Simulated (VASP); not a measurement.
A run of VASP 6.6.1 is set up as follows.

Contents of INCAR:

```
PREC = Accurate
ENCUT = 600
EDIFF = 1E-6
ISMEAR = 0
SIGMA = 0.1
LREAL = F
LASPH = T
NELM = 80
ALGO = Normal
ISIF = 3
LWAVE = F
LCHARG = F
GGA = PE
IBRION = 2
NSW = 100
EDIFFG = -0.01
```

The input KPOINTS:

```
regular mesh
0
Gamma
  8 8 8
```

File POSCAR:

```
InAsS4
1.0
    0.0000000000      3.8924203649      3.8924203649
    3.8924203649      0.0000000000      3.8924203649
    3.8924203649      3.8924203649      0.0000000000
In As S
1 1 4
Direct
    0.2500000000      0.2500000000      0.2500000000
    0.0000000000      0.0000000000      0.0000000000
    0.6155849545      0.6155849545      0.1532451364
    0.6155849545      0.1532451364      0.6155849545
    0.6155849545      0.6155849545      0.6155849545
    0.1532451364      0.6155849545      0.6155849545
```

Potentials or basis: VASP PAW PBE potentials, release 64 (In_d, As, S).

Command:

```bash
$ cat potpaw_PBE.64/In_d/POTCAR potpaw_PBE.64/As/POTCAR potpaw_PBE.64/S/POTCAR > POTCAR
$ mpirun -np 1 vasp_std > vasp.out
```

(1) Predict the relaxed cell.

(2) What does it give for the space group after relaxing (to 0.05 Å)?

Answers

(1) a = 5.466 Å, b = 5.466 Å, c = 5.466 Å, α = 60.00°, β = 60.00°, γ = 60.00°.

(2) F-43m (No. 216).
